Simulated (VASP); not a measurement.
# Nb (Pm-3m) in VASP: notebook

Aim: see how the results for Nb move with the level of theory and the settings. Levels: r2SCAN, PBE. Tasks: single point.

All numbers are computed with VASP 6.6.1; they aren't measurements. Logs are shortened: lines on timing, memory, paths and dates and some standing lists are left out, and cuts for length are marked.

## Step 1: The cell of the first run

Symmetry: Pm-3m, No. 221, cubic system. Conventional cell: a = 2.720 Å, b = 2.720 Å, c = 2.720 Å, α = 90.00°, β = 90.00°, γ = 90.00°. Nb (site symmetry m-3m) has 6 Nb at 2.72 Å within 3.6 Å.

This isn't the form of Nb at room conditions, which is bcc.

## Step 2: Single point, r2SCAN

POSCAR reads:

```
Nb
1.0
    2.7196400000      0.0000000000      0.0000000000
    0.0000000000      2.7196400000      0.0000000000
    0.0000000000      0.0000000000      2.7196400000
Nb
1
Direct
    0.5000000000      0.5000000000      0.5000000000
```

INCAR.step1 reads:

```
SYSTEM = Nb
PREC = Accurate ; ENCUT = 520
ISMEAR = 0 ; SIGMA = 0.05
LREAL = .FALSE. ; LASPH = .TRUE.
NELM = 60 ; NBANDS = 12
GGA = PE ; ALGO = Normal
EDIFF = 1E-4 ; LWAVE = .TRUE.
LCHARG = .FALSE.
```

INCAR.step2 reads:

```
SYSTEM = Nb
PREC = Accurate ; ENCUT = 520
EDIFF = 1E-7 ; ISMEAR = 0
SIGMA = 0.05 ; LREAL = .FALSE.
LASPH = .TRUE. ; NELM = 60
ALGO = Normal ; ISIF = 2
LWAVE = .FALSE. ; LCHARG = .FALSE.
METAGGA = R2SCAN ; LMIXTAU = .TRUE.
NBANDS = 12 ; ISTART = 1
```

KPOINTS reads:

```
Automatic mesh
0
G
  8 8 8
  0 0 0
```

Potentials or basis: VASP PAW PBE potentials, release 64 (Nb_sv).

Run with:

```
$ cat potpaw_PBE.64/Nb_sv/POTCAR > POTCAR
$ cp INCAR.step1 INCAR
$ mpirun -np 1 vasp_std > vasp.out
$ cp INCAR.step2 INCAR
$ mpirun -np 1 vasp_std > vasp.out
```

OUTCAR:

```text
SYSTEM = Nb
   PREC = Accurate
   ENCUT = 520
   EDIFF = 1E-7
   ISMEAR = 0
   LREAL = .FALSE.
   LASPH = .TRUE.
   NELM = 60
   ISIF = 2
   METAGGA = R2SCAN
   ISTART = 1

 ion  position               nearest neighbor table
   1  0.500  0.500  0.500-

  LATTYP: Found a simple cubic cell.
 ALAT       =     2.7196400000

  Lattice vectors:

 A1 = (   2.7196400000,   0.0000000000,   0.0000000000)
 A2 = (   0.0000000000,   2.7196400000,   0.0000000000)
 A3 = (   0.0000000000,   0.0000000000,   2.7196400000)

Analysis of symmetry for initial positions (statically):
=====================================================================
 Subroutine PRICEL returns:
 Original cell was already a primitive cell.

 Routine SETGRP: Setting up the symmetry group for a
 simple cubic supercell.

 Subroutine GETGRP returns: Found 48 space group operations
 (whereof 48 operations were pure point group operations)
 out of a pool of 48 trial point group operations.

The static configuration has the point symmetry O_h .

Analysis of symmetry for dynamics (positions and initial velocities):
=====================================================================
 Subroutine PRICEL returns:
 Original cell was already a primitive cell.

 Routine SETGRP: Setting up the symmetry group for a
 simple cubic supercell.

 Subroutine GETGRP returns: Found 48 space group operations
 (whereof 48 operations were pure point group operations)
 out of a pool of 48 trial point group operations.

The dynamic configuration has the point symmetry O_h .

 Subroutine INISYM returns: Found 48 space group operations
 (whereof 48 operations are pure point group operations),
 and found     1 'primitive' translations

----------------------------------------------------------------------------------------

                                     Primitive cell

  volume of cell :      20.1157

  direct lattice vectors                    reciprocal lattice vectors
     2.719640000  0.000000000  0.000000000     0.367695724  0.000000000  0.000000000
     0.000000000  2.719640000  0.000000000     0.000000000  0.367695724  0.000000000
     0.000000000  0.000000000  2.719640000     0.000000000  0.000000000  0.367695724

  length of vectors
     2.719640000  2.719640000  2.719640000     0.367695724  0.367695724  0.367695724

  position of ions in fractional coordinates (direct lattice)
     0.500000000  0.500000000  0.500000000

  ion indices of the primitive-cell ions
   primitive index   ion index
                 1           1

----------------------------------------------------------------------------------------

 KPOINTS: Automatic mesh

Automatic generation of k-mesh.
 Grid dimensions read from file:
 generate k-points for:    8    8    8

 Generating k-lattice:

  Cartesian coordinates                     Fractional coordinates (reciprocal lattice)
     0.045961966  0.000000000  0.000000000     0.125000000  0.000000000  0.000000000
     0.000000000  0.045961966  0.000000000     0.000000000  0.125000000  0.000000000
     0.000000000  0.000000000  0.045961966     0.000000000  0.000000000  0.125000000

  Length of vectors
     0.045961966  0.045961966  0.045961966

  Shift w.r.t. Gamma in fractional coordinates (k-lattice)
     0.000000000  0.000000000  0.000000000

 Subroutine IBZKPT returns following result:
 ===========================================

 Found     35 irreducible k-points:

 Following reciprocal coordinates:
            Coordinates               Weight
  0.000000  0.000000  0.000000      1.000000
  0.125000  0.000000  0.000000      6.000000
  0.250000  0.000000  0.000000      6.000000
  0.375000  0.000000  0.000000      6.000000
  0.500000  0.000000  0.000000      3.000000
  0.125000  0.125000  0.000000     12.000000
[... 16 lines left out ...]
  0.375000  0.375000  0.125000     24.000000
  0.500000  0.375000  0.125000     24.000000
 [... further k-points ...]
   k-points           NKPTS =     35   k-points in BZ     NKDIM =     35   number of bands    NBANDS=     12
   number of dos      NEDOS =    301   number of ions     NIONS =      1
   total plane-waves  NPLWV =   8000
   dimension x,y,z NGX =    20 NGY =   20 NGZ =   20
   dimension x,y,z NGXF=    40 NGYF=   40 NGZF=   40
   ions per type =               1
   NGX,Y,Z   is equivalent  to a cutoff of  12.23, 12.23, 12.23 a.u.
   NGXF,Y,Z  is equivalent  to a cutoff of  24.45, 24.45, 24.45 a.u.
 SYSTEM =  Nb
   PREC   = accura    normal or accurate (medium, high low for compatibility)
   ISTART =      1    job   : 0-new  1-cont  2-samecut
   ICHARG =      0    charge: 1-file 2-atom 10-const
   ISPIN  =      1    spin polarized calculation?
   LNONCOLLINEAR =      F non collinear calculations
   LSORBIT =      F    spin-orbit coupling
   LASPH  =      T    aspherical Exc in radial PAW
   ENCUT  =  520.0 eV  38.22 Ry    6.18 a.u.   5.06  5.06  5.06*2*pi/ulx,y,z
   NELM   =     60;   NELMIN=  2; NELMDL=  0     # of ELM steps
   EDIFF  = 0.1E-06   stopping-criterion for ELM
   LREAL  =      F    real-space projection
   EDIFFG = 0.1E-05   stopping-criterion for IOM
   NSW    =      0    number of steps for IOM
   IBRION =     -1    ionic relax: 0-MD 1-quasi-New 2-CG
   NFREE  =      0    steps in history (QN), initial steepest desc. (CG)
   ISIF   =      2    stress and relaxation
   ISYM   =      2    0-nonsym 1-usesym 2-fastsym
   POTIM  = 0.5000    time-step for ionic-motion
   TEBEG  =    0.0;   TEEND  =   0.0 temperature during run
   PSTRESS=    0.0 pullay stress
   NELECT =      13.0000    total number of electrons
   NUPDOWN=      -1.0000    fix difference up-down
   EMIN   =  10.00;   EMAX   =-10.00  energy-range for DOS
   EFERMI =   0.00;   METHOD = LEGACY
   ISMEAR =     0;   SIGMA  =   0.05  broadening in eV -4-tet -1-fermi 0-gaus
   EFERMI_NEDOS =   21; number of points for ismear=-14 and -15
   IALGO  =     38    algorithm
   IMIX   =      4    mixing-type and parameters
     AMIX     =   0.40;   BMIX     =  1.00
     AMIX_MAG =   1.60;   BMIX_MAG =  1.00
  volume/ion in A,a.u.               =      20.12       135.75
  Fermi-wavevector in a.u.,A,eV,Ry     =   1.415396  2.674710 27.257162  2.003345
  Thomas-Fermi vector in A             =   2.536839
   LORBIT       =      0    0 simple, 1 ext, 2 COOP (PROOUT), +10 PAW based schemes
   METAGGA = R2SCAN    functional components
   LHFCALC =     F    Hartree Fock is set to
   AEXX    =    0.0000 exact exchange contribution
   IVDW    =     0    specifies the selected vdW correction
   LEPSILON=     F    determine dielectric tensor
   LRPA    =     F    only Hartree local field effects (RPA)
 non-spin polarized calculation
 Gauss-broadening in eV      SIGMA  =   0.05
  energy-cutoff  :      520.00
  volume of cell :       20.12
 maximum number of plane-waves:       554
   NGX = 11   NGY = 11   NGZ = 11

 number of electron      12.9999998 magnetization

 Free energy of the ion-electron system (eV)
  ---------------------------------------------------
  ext. energy  EPLUGINS =         0.00000000
  ---------------------------------------------------
  free energy    TOTEN  =       -23.86990572 eV

  energy without entropy =      -23.86711986  energy(sigma->0) =      -23.86851279

 E-fermi :   9.9102     XC(G=0): -12.8401

 val. band max:        9.8960097463   @ k =   0.2500   0.2500   0.0000
 cond. band min:       9.9277493965   @ k =   0.2500   0.2500   0.1250
 fundamental gap:      0.0317396501
 Fermi energy:         9.9101879676

 k-point     1 :       0.0000    0.0000    0.0000
  band No.  band energies     occupation
      1     -46.6719      2.00000
      2     -21.2055      2.00000
      3     -21.2055      2.00000
      4     -21.2055      2.00000
      5       3.8770      2.00000
      6       6.7885      2.00000
      7       6.7885      2.00000
      8      15.2323      0.00000
      9      15.2323      0.00000
     10      15.2323      0.00000
     11      25.3607      0.00000
     12      25.3607      0.00000

 k-point     2 :       0.1250    0.0000    0.0000
  band No.  band energies     occupation
      1     -46.6426      2.00000
      2     -21.4489      2.00000
      3     -21.1852      2.00000
      4     -21.1852      2.00000
      5       4.3260      2.00000
      6       6.9118      2.00000
      7       7.3091      2.00000
      8      14.5737      0.00000
      9      14.5737      0.00000
     10      15.2796      0.00000
     11      23.3647      0.00000
     12      26.2815      0.00000

 k-point     3 :       0.2500    0.0000    0.0000
  band No.  band energies     occupation
      1     -46.5709      2.00000
      2     -22.0098      2.00000
      3     -21.1359      2.00000
      4     -21.1359      2.00000
      5       5.3730      2.00000
      6       7.2274      2.00000
      7       8.7050      2.00000
      8      13.2971      0.00000
      9      13.2971      0.00000
     10      15.3959      0.00000
     11      20.6873      0.00000
     12      26.6736      0.00000
[... 286 lines left out ...]
 k-point    23 :       0.3750    0.3750    0.1250
  band No.  band energies     occupation
      1     -46.3025      2.00000
      2     -22.3355      2.00000
      3     -22.3140      2.00000
      4     -21.1918      2.00000
      5       6.5424      2.00000
      6       9.0268      2.00000
      7      11.2648      0.00000
      8      11.2886      0.00000
      9      13.9228      0.00000
     10      15.2774      0.00000
     11      20.6057      0.00000
     12      23.6682      0.00000

 k-point    24 :       0.5000    0.3750    0.1250
  band No.  band energies     occupation
      1     -46.2732      2.00000
      2     -22.5249      2.00000
      3     -22.2927      2.00000
      4     -21.1703      2.00000
      5       6.2022      2.00000
      6       9.2815      2.00000
      7      10.9304      0.00000
      8      11.4068      0.00000
      9      14.5534      0.00000
     10      17.0433      0.00000
     11      19.1939      0.00000
     12      23.7987      0.00000

 [... further k-points ...]

------------------------ aborting loop because EDIFF is reached ----------------------------------------

  FORCE on cell =-STRESS in cart. coord.  units (eV):
  Direction    XX          YY          ZZ          XY          YZ          ZX
  --------------------------------------------------------------------------------------
  -------------------------------------------------------------------------------------
  Total       -0.4507688     -0.4507688     -0.4507688      0.0000000     -0.0000000      0.0000000
  in kB      -35.9029525    -35.9029525    -35.9029525      0.0000000     -0.0000000      0.0000000
  external PRESSURE =     -35.9029525 kB  Pullay stress =       0.0000000 kB

 VOLUME and BASIS-vectors are now :
 -----------------------------------------------------------------------------
  energy-cutoff  :      520.00
  volume of cell :       20.12
      direct lattice vectors                 reciprocal lattice vectors
     2.719640000  0.000000000  0.000000000     0.367695724  0.000000000  0.000000000
     0.000000000  2.719640000  0.000000000     0.000000000  0.367695724  0.000000000
     0.000000000  0.000000000  2.719640000     0.000000000  0.000000000  0.367695724

 POSITION                                       TOTAL-FORCE (eV/Angst)
 -----------------------------------------------------------------------------------
      1.35982      1.35982      1.35982         0.000000      0.000000      0.000000
 -----------------------------------------------------------------------------------
    total drift:                                0.000000      0.000000      0.000000

  FREE ENERGIE OF THE ION-ELECTRON SYSTEM (eV)
  ---------------------------------------------------
  free  energy   TOTEN  =       -23.8699057235 eV

  energy  without entropy=      -23.8671198569  energy(sigma->0) =      -23.86851279
```

Wall time 44 s (1 thread of Intel Xeon 8259CL, shared host); peak memory 0.13 GiB.

Results:

| Quantity | Value |
| --- | --- |
| Free energy | -23.8699 eV |
| Pressure | -3.6 GPa |
| Band gap on the k mesh | zero (an odd number of electrons rules out a gap without spin polarisation) |

Caveat: the cell stands under tension; the PAW data sets were made with another functional, which shifts forces and pressure a little.

(Continued in part 2 of 3.)

The gap in the log of VASP goes by the Fermi energy; the results here count the filled bands.